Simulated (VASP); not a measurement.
Wanted: the native input for a VASP 6.6.1 run.

* Task: single point
* Functional: r2SCAN
* Potentials or basis: VASP PAW PBE potentials, release 64 (Sn_d, O)
* Cutoff: 520 eV
* k mesh: 12 × 12 × 12
* Occupations: gaussian, width 0.05 eV
* Spin: no spin polarisation
* Dipole correction: no
* Further INCAR settings: ALGO = Normal; EDIFF = 1e-06; NBANDS = 20

SnO2:

```
CELL_PARAMETERS angstrom
1.48773 0.85894 5.18464
-1.48773 0.85894 5.18464
0.00000 -1.71788 5.18464
ATOMIC_POSITIONS crystal
Sn 0.50000 0.50000 0.50000
O 0.23717 0.23717 0.23717
O 0.76283 0.76283 0.76283
```

This cell differs from its parent crystal: strain -0.080 along x and y, +0.080 along z.

One way to write it, as run:

POSCAR

```
SnO2
1.0
    1.4877256292      0.8589387925      5.1846399907
   -1.4877256292      0.8589387925      5.1846399907
    0.0000000000     -1.7178775850      5.1846399907
Sn O
1 2
Direct
    0.5000000000      0.5000000000      0.5000000000
    0.2371700000      0.2371700000      0.2371700000
    0.7628300000      0.7628300000      0.7628300000
```

INCAR.step1

```
ALGO = Normal ; EDIFF = 1E-4
ENCUT = 520 ; GGA = PE
ISMEAR = 0 ; LASPH = True
LCHARG = False ; LREAL = False
LWAVE = True ; NBANDS = 20
NELM = 100 ; PREC = Accurate
SIGMA = 0.05
```

INCAR.step2

```
ALGO = Normal ; EDIFF = 1E-6
ENCUT = 520 ; ISIF = 2
ISMEAR = 0 ; ISTART = 1
LASPH = True ; LCHARG = False
LMIXTAU = True ; LREAL = False
LWAVE = False ; METAGGA = R2SCAN
NBANDS = 20 ; NELM = 100
PREC = Accurate ; SIGMA = 0.05
```

KPOINTS

```
k-points
0
Gamma
  12 12 12
```

Potentials or basis: VASP PAW PBE potentials, release 64 (Sn_d, O).

Run with:

```console
$ cat potpaw_PBE.64/Sn_d/POTCAR potpaw_PBE.64/O/POTCAR > POTCAR
$ cp INCAR.step1 INCAR
$ mpirun -np 1 vasp_std > vasp.out
$ cp INCAR.step2 INCAR
$ mpirun -np 1 vasp_std > vasp.out
```

Results of the run:

The pressure is 22.5 GPa and the largest force is 0.079 eV/Å. The band gap on the k mesh is 4.06 eV (least direct gap 4.30 eV).

Caveat: the cell differs from its parent crystal (strain -0.080 along x and y, +0.080 along z); the cell stands under pressure; the PAW data sets were made with another functional, which shifts forces and pressure a little; spin-orbit coupling is left out, which moves the levels of the heavy elements.

It took 41 min on 1 thread of Intel Xeon 8259CL (shared host), peak memory 0.37 GiB.
